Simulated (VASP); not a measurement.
# ZnCu (Pm-3m) in VASP: single point with PBE

Aim: the single point of ZnCu with PBE.

Everything below comes from runs of VASP 6.6.1. Logs are shortened: lines on timing, memory, paths and dates and some standing lists are left out, and cuts for length are marked.

### 1 The cell of the first run

Symmetry: Pm-3m, No. 221, cubic system. The conventional cell has a = 2.922 Å, b = 2.922 Å, c = 2.922 Å, α = 90.00°, β = 90.00°, γ = 90.00°. Within 3.3 Å of Zn (site symmetry m-3m) lie 8 Cu at 2.53 Å and 6 Zn at 2.92 Å. Within 3.3 Å of Cu (site symmetry m-3m) lie 8 Zn at 2.53 Å and 6 Cu at 2.92 Å.

### 2 Single point, PBE

INCAR

```
PREC = Accurate ; ENCUT = 600
EDIFF = 1E-6 ; ISMEAR = -1
SIGMA = 0.02 ; LREAL = False
LASPH = True ; NELM = 120
ALGO = Normal ; ISIF = 2
LWAVE = False ; LCHARG = False
GGA = PE ; NBANDS = 18
GGA_COMPAT = False
```

KPOINTS

```
Automatic mesh
0
Gamma
  8 8 8
```

POSCAR

```
ZnCu
1.0
    2.9220196856      0.0000000000      0.0000000000
    0.0000000000      2.9220196856      0.0000000000
    0.0000000000      0.0000000000      2.9220196856
Zn Cu
1 1
Direct
    0.5000000000      0.5000000000      0.5000000000
    0.0000000000      0.0000000000      0.0000000000
```

Potentials or basis: VASP PAW PBE potentials, release 64 (Zn, Cu).

Run with:

```bash
cat potpaw_PBE.64/Zn/POTCAR potpaw_PBE.64/Cu/POTCAR > POTCAR
mpirun -np 1 vasp_std > vasp.out
```

OUTCAR:

```text
PREC = Accurate
   ENCUT = 600
   EDIFF = 1E-6
   ISMEAR = -1
   LREAL = False
   LASPH = True
   NELM = 120
   ISIF = 2
   GGA = PE

 ion  position               nearest neighbor table
   1  0.500  0.500  0.500-   2 2.53   2 2.53   2 2.53   2 2.53   2 2.53   2 2.53   2 2.53   2 2.53

   2  0.000  0.000  0.000-   1 2.53   1 2.53   1 2.53   1 2.53   1 2.53   1 2.53   1 2.53   1 2.53

  LATTYP: Found a simple cubic cell.
 ALAT       =     2.9220196856

  Lattice vectors:

 A1 = (   2.9220196856,   0.0000000000,   0.0000000000)
 A2 = (   0.0000000000,   2.9220196856,   0.0000000000)
 A3 = (   0.0000000000,   0.0000000000,   2.9220196856)

Analysis of symmetry for initial positions (statically):
=====================================================================
 Subroutine PRICEL returns:
 Original cell was already a primitive cell.

 Routine SETGRP: Setting up the symmetry group for a
 simple cubic supercell.

 Subroutine GETGRP returns: Found 48 space group operations
 (whereof 48 operations were pure point group operations)
 out of a pool of 48 trial point group operations.

The static configuration has the point symmetry O_h .

Analysis of symmetry for dynamics (positions and initial velocities):
=====================================================================
 Subroutine PRICEL returns:
 Original cell was already a primitive cell.

 Routine SETGRP: Setting up the symmetry group for a
 simple cubic supercell.

 Subroutine GETGRP returns: Found 48 space group operations
 (whereof 48 operations were pure point group operations)
 out of a pool of 48 trial point group operations.

The dynamic configuration has the point symmetry O_h .

 Subroutine INISYM returns: Found 48 space group operations
 (whereof 48 operations are pure point group operations),
 and found     1 'primitive' translations

----------------------------------------------------------------------------------------

                                     Primitive cell

  volume of cell :      24.9488

  direct lattice vectors                    reciprocal lattice vectors
     2.922019686  0.000000000  0.000000000     0.342229043  0.000000000  0.000000000
     0.000000000  2.922019686  0.000000000     0.000000000  0.342229043  0.000000000
     0.000000000  0.000000000  2.922019686     0.000000000  0.000000000  0.342229043

  length of vectors
     2.922019686  2.922019686  2.922019686     0.342229043  0.342229043  0.342229043

  position of ions in fractional coordinates (direct lattice)
     0.500000000  0.500000000  0.500000000
     0.000000000  0.000000000  0.000000000

  ion indices of the primitive-cell ions
   primitive index   ion index
                 1           1
                 2           2

----------------------------------------------------------------------------------------

 KPOINTS: Automatic mesh

Automatic generation of k-mesh.
 Grid dimensions read from file:
 generate k-points for:    8    8    8

 Generating k-lattice:

  Cartesian coordinates                     Fractional coordinates (reciprocal lattice)
     0.042778630  0.000000000  0.000000000     0.125000000  0.000000000  0.000000000
     0.000000000  0.042778630  0.000000000     0.000000000  0.125000000  0.000000000
     0.000000000  0.000000000  0.042778630     0.000000000  0.000000000  0.125000000

  Length of vectors
     0.042778630  0.042778630  0.042778630

  Shift w.r.t. Gamma in fractional coordinates (k-lattice)
     0.000000000  0.000000000  0.000000000

 Subroutine IBZKPT returns following result:
 ===========================================

 Found     35 irreducible k-points:

 Following reciprocal coordinates:
            Coordinates               Weight
  0.000000  0.000000  0.000000      1.000000
  0.125000  0.000000  0.000000      6.000000
  0.250000  0.000000  0.000000      6.000000
  0.375000  0.000000  0.000000      6.000000
  0.500000  0.000000  0.000000      3.000000
  0.125000  0.125000  0.000000     12.000000
[... 16 lines left out ...]
  0.375000  0.375000  0.125000     24.000000
  0.500000  0.375000  0.125000     24.000000
 [... further k-points ...]
   k-points           NKPTS =     35   k-points in BZ     NKDIM =     35   number of bands    NBANDS=     18
   number of dos      NEDOS =    301   number of ions     NIONS =      2
   total plane-waves  NPLWV =  13824
   dimension x,y,z NGX =    24 NGY =   24 NGZ =   24
   dimension x,y,z NGXF=    48 NGYF=   48 NGZF=   48
   ions per type =               1   1
   NGX,Y,Z   is equivalent  to a cutoff of  13.65, 13.65, 13.65 a.u.
   NGXF,Y,Z  is equivalent  to a cutoff of  27.31, 27.31, 27.31 a.u.
 SYSTEM =  unknown system
   PREC   = accura    normal or accurate (medium, high low for compatibility)
   ISTART =      0    job   : 0-new  1-cont  2-samecut
   ICHARG =      2    charge: 1-file 2-atom 10-const
   ISPIN  =      1    spin polarized calculation?
   LNONCOLLINEAR =      F non collinear calculations
   LSORBIT =      F    spin-orbit coupling
   LASPH  =      T    aspherical Exc in radial PAW
   ENCUT  =  600.0 eV  44.10 Ry    6.64 a.u.   5.84  5.84  5.84*2*pi/ulx,y,z
   NELM   =    120;   NELMIN=  2; NELMDL= -5     # of ELM steps
   EDIFF  = 0.1E-05   stopping-criterion for ELM
   LREAL  =      F    real-space projection
   EDIFFG = 0.1E-04   stopping-criterion for IOM
   NSW    =      0    number of steps for IOM
   IBRION =     -1    ionic relax: 0-MD 1-quasi-New 2-CG
   NFREE  =      0    steps in history (QN), initial steepest desc. (CG)
   ISIF   =      2    stress and relaxation
   ISYM   =      2    0-nonsym 1-usesym 2-fastsym
   POTIM  = 0.5000    time-step for ionic-motion
   TEBEG  =    0.0;   TEEND  =   0.0 temperature during run
   PSTRESS=    0.0 pullay stress
   NELECT =      23.0000    total number of electrons
   NUPDOWN=      -1.0000    fix difference up-down
   EMIN   =  10.00;   EMAX   =-10.00  energy-range for DOS
   EFERMI =   0.00;   METHOD = LEGACY
   ISMEAR =    -1;   SIGMA  =   0.02  broadening in eV -4-tet -1-fermi 0-gaus
   EFERMI_NEDOS =   21; number of points for ismear=-14 and -15
   IALGO  =     38    algorithm
   IMIX   =      4    mixing-type and parameters
     AMIX     =   0.40;   BMIX     =  1.00
     AMIX_MAG =   1.60;   BMIX_MAG =  1.00
  volume/ion in A,a.u.               =      12.47        84.18
  Fermi-wavevector in a.u.,A,eV,Ry     =   1.593313  3.010924 34.540360  2.538645
  Thomas-Fermi vector in A             =   2.691562
   LORBIT       =      0    0 simple, 1 ext, 2 COOP (PROOUT), +10 PAW based schemes
   GGA     = PE    functional components
   LHFCALC =     F    Hartree Fock is set to
   AEXX    =    0.0000 exact exchange contribution
   IVDW    =     0    specifies the selected vdW correction
   LEPSILON=     F    determine dielectric tensor
   LRPA    =     F    only Hartree local field effects (RPA)
 non-spin polarized calculation
  energy-cutoff  :      600.00
  volume of cell :       24.95
 maximum number of plane-waves:       852
 NGX is ok and might be reduce to    24
   NGX = 11   NGY = 11   NGZ = 11

 number of electron      22.9999986 magnetization

 Free energy of the ion-electron system (eV)
  ---------------------------------------------------
  ext. energy  EPLUGINS =         0.00000000
  ---------------------------------------------------
  free energy    TOTEN  =        -5.00023752 eV

  energy without entropy =       -4.99981032  energy(sigma->0) =       -5.00002392

 E-fermi :   5.4995     XC(G=0): -12.5321

 val. band max:        5.4235595633   @ k =   0.3750   0.2500   0.1250
 cond. band min:       5.6208420864   @ k =   0.3750   0.3750   0.1250
 fundamental gap:      0.1972825231
 Fermi energy:         5.4994688871

 k-point     1 :       0.0000    0.0000    0.0000
  band No.  band energies     occupation
      1      -4.7523      2.00000
      2      -2.1575      2.00000
      3      -2.1575      2.00000
      4      -1.4223      2.00000
      5      -1.4223      2.00000
      6      -1.4223      2.00000
[... 10 lines left out ...]
     17      18.4349      0.00000
     18      29.4422      0.00000

 k-point     2 :       0.1250    0.0000    0.0000
  band No.  band energies     occupation
      1      -4.4660      2.00000
      2      -2.1233      2.00000
      3      -2.0948      2.00000
      4      -1.4473      2.00000
      5      -1.4473      2.00000
      6      -1.4094      2.00000
[... 10 lines left out ...]
     17      20.4567      0.00000
     18      27.0871      0.00000

 k-point     3 :       0.2500    0.0000    0.0000
  band No.  band energies     occupation
      1      -3.6445      2.00000
      2      -2.0389      2.00000
      3      -1.9153      2.00000
      4      -1.5075      2.00000
      5      -1.5075      2.00000
      6      -1.3779      2.00000
[... 10 lines left out ...]
     17      23.9789      0.00000
     18      24.0794      0.00000

 k-point     4 :       0.3750    0.0000    0.0000
  band No.  band energies     occupation
      1      -2.5726      2.00000
      2      -1.9515      2.00000
      3      -1.5671      2.00000
      4      -1.5671      2.00000
      5      -1.4779      2.00000
      6      -1.3459      2.00000
[... 375 lines left out ...]
      4      -1.5916      2.00000
      5      -1.5454      2.00000
      6       0.6985      2.00000
[... 10 lines left out ...]
     17      22.5743      0.00000
     18      23.4777      0.00000

 k-point    23 :       0.3750    0.3750    0.1250
  band No.  band energies     occupation
      1      -2.2146      2.00000
      2      -1.9078      2.00000
      3      -1.7085      2.00000
      4      -1.6823      2.00000
      5      -1.3186      2.00000
      6       0.3604      2.00000
[... 10 lines left out ...]
     17      19.5781      0.00000
     18      22.4239      0.00000

 k-point    24 :       0.5000    0.3750    0.1250
  band No.  band energies     occupation
      1      -2.2571      2.00000
      2      -1.9042      2.00000
      3      -1.7415      2.00000
      4      -1.7020      2.00000
      5      -1.2336      2.00000
      6       0.9326      2.00000
[... 10 lines left out ...]
     17      20.6219      0.00000
     18      21.5267      0.00000

 [... further k-points ...]

------------------------ aborting loop because EDIFF is reached ----------------------------------------

  FORCE on cell =-STRESS in cart. coord.  units (eV):
  Direction    XX          YY          ZZ          XY          YZ          ZX
  --------------------------------------------------------------------------------------
  -------------------------------------------------------------------------------------
  Total        0.9914610      0.9914610      0.9914610     -0.0000000      0.0000000     -0.0000000
  in kB       63.6702865     63.6702865     63.6702865     -0.0000000      0.0000000     -0.0000000
  external PRESSURE =      63.6702865 kB  Pullay stress =       0.0000000 kB

 VOLUME and BASIS-vectors are now :
 -----------------------------------------------------------------------------
  energy-cutoff  :      600.00
  volume of cell :       24.95
      direct lattice vectors                 reciprocal lattice vectors
     2.922019686  0.000000000  0.000000000     0.342229043  0.000000000  0.000000000
     0.000000000  2.922019686  0.000000000     0.000000000  0.342229043  0.000000000
     0.000000000  0.000000000  2.922019686     0.000000000  0.000000000  0.342229043

 POSITION                                       TOTAL-FORCE (eV/Angst)
 -----------------------------------------------------------------------------------
      1.46101      1.46101      1.46101         0.000000      0.000000      0.000000
      0.00000      0.00000      0.00000         0.000000      0.000000      0.000000
 -----------------------------------------------------------------------------------
    total drift:                                0.000000      0.000000     -0.000000

  FREE ENERGIE OF THE ION-ELECTRON SYSTEM (eV)
  ---------------------------------------------------
  free  energy   TOTEN  =        -5.0002375249 eV

  energy  without entropy=       -4.9998103234  energy(sigma->0) =       -5.00002392
```

Wall time 7.1 s (1 thread of Intel Xeon Platinum 8559C (Emerald Rapids), shared host); peak memory 0.15 GiB.

Results:

| Property | Result |
| --- | --- |
| Free energy | -5.0002 eV |
| Pressure | 6.4 GPa |
